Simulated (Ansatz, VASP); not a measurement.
BP: VASP beside Ansatz

```xyz
2
Lattice="0.0000 2.2840 2.2840 2.2840 0.0000 2.2840 2.2840 2.2840 0.0000" Properties=species:S:1:pos:R:3 pbc="T T T"
B     0.0000    0.0000    0.0000
P     3.4260    3.4260    3.4260
```

Change from the starting cell: volume scaled by 1.02.

Alike in both runs: task single point; functional PBE; k mesh 15 × 15 × 15; occupations fermi-dirac, width 0.05 eV; no spin polarisation.

```csv
,VASP,Ansatz
version,VASP 6.6.1,Ansatz 0.2.0
potentials or method,"VASP PAW PBE potentials, release 64 (B, P), cutoff 520 eV","all-electron LAPW, scalar-relativistic"
```

Ansatz gave:

- pressure (GPa): -2.1

Q: Estimate VASP's values.

A: Pressure (GPa): -2.3.

Ansatz ran all-electron here, and VASP with PAW potentials.
